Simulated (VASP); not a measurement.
Set up this calculation in VASP 6.6.1, as the native input.

```
Task                   : single point
Functional             : LDA
Potentials or basis    : VASP PAW LDA potentials, release 64 (Bi_d, Br, O)
Cutoff                 : 520 eV
k mesh                 : 8 × 8 × 4
Occupations            : gaussian, width 0.05 eV
Spin                   : no spin polarisation
Dipole correction      : no
Further INCAR settings : ALGO = Normal; EDIFF = 1e-06; NBANDS = 37
```

The structure of BiBrO lies in POSCAR:

```
BiBrO
1.0
    3.6885000000      0.0000000000      0.0000000000
    0.0000000000      3.6885000000      0.0000000000
    0.0000000000      0.0000000000      8.2811000000
Bi Br O
2 2 2
Direct
    0.0000000000      0.5000000000      0.1575579020
    0.5000000000      0.0000000000      0.8424420980
    0.0000000000      0.5000000000      0.6517216503
    0.5000000000      0.0000000000      0.3482783497
    0.0000000000      0.0000000000      0.0000000000
    0.5000000000      0.5000000000      0.0000000000
```

The input as run:

INCAR

```
PREC = Accurate
ENCUT = 520
EDIFF = 1E-6
ISMEAR = 0
SIGMA = 0.05
LREAL = F
LASPH = T
NELM = 80
ALGO = Normal
ISIF = 2
LWAVE = F
LCHARG = F
NBANDS = 37
```

KPOINTS

```
Automatic mesh
0
Gamma
  8 8 4
```

Potentials or basis: VASP PAW LDA potentials, release 64 (Bi_d, Br, O).

Command:

```sh
$ cat potpaw_LDA.64/Bi_d/POTCAR potpaw_LDA.64/Br/POTCAR potpaw_LDA.64/O/POTCAR > POTCAR
$ mpirun -np 1 vasp_std > vasp.out
```

It gave:

* Pressure: 8.1 GPa
* Largest force: 0.182 eV/Å
* Band gap on the k mesh: 2.41 eV (least direct gap 2.84 eV)

Caveat: the stress differs along the axes, from 3 to 11 GPa; spin-orbit coupling is left out, which moves the levels of the heavy elements.

Run time: 84 s on 1 thread of AMD EPYC 9R45 96-Core Processor (Zen 5), with other jobs on the host, peak memory 0.25 GiB.
